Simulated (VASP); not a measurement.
Set up this calculation in VASP 6.6.1, as the native input.

```yaml
Task: single point
Functional: PBEsol
Potentials_or_basis: VASP PAW PBE potentials, release 64 (I, K_sv)
Cutoff: 520 eV
k_mesh: 6 × 6 × 6
Occupations: fermi-dirac, width 0.05 eV
Spin: no spin polarisation
Dipole_correction: no
Further_INCAR_settings: ALGO = Normal; EDIFF = 1e-06; NBANDS = 15
```

The structure of KI lies in POSCAR:

```
KI
1.0
    0.0000000000      3.4621195000      3.5327750000
    3.4621195000      0.0000000000      3.5327750000
    3.4621195000      3.4621195000      0.0000000000
I K
1 1
Direct
    0.5000000000      0.5000000000      0.5000000000
    0.0000000000      0.0000000000      0.0000000000
```

One way to write it, as run:

INCAR

```
SYSTEM = KI
ALGO = Normal
EDIFF = 1E-6
ENCUT = 520
GGA = PS
ISIF = 2
ISMEAR = -1
LASPH = .TRUE.
LCHARG = .TRUE.
LELF = .TRUE.
LREAL = .FALSE.
LVHAR = .TRUE.
LWAVE = .FALSE.
NBANDS = 15
NELM = 100
PREC = Accurate
SIGMA = 0.05
```

KPOINTS

```
k-points
0
G
  6 6 6
  0 0 0
```

Potentials or basis: VASP PAW PBE potentials, release 64 (I, K_sv).

The run is started by

```console
$ cat potpaw_PBE.64/I/POTCAR potpaw_PBE.64/K_sv/POTCAR > POTCAR
$ mpirun -np 1 vasp_std > vasp.out
```

Results of the run:

```yaml
Pressure: 0.3 GPa
Band_gap_on_the_k_mesh: 3.90 eV
```

Caveat: the PAW data sets were made with another functional, which shifts forces and pressure a little; spin-orbit coupling is left out, which moves the levels of the heavy elements.

Run time: 40 s on 1 thread of Intel Xeon 8259CL, on a shared host, peak memory 0.24 GiB.
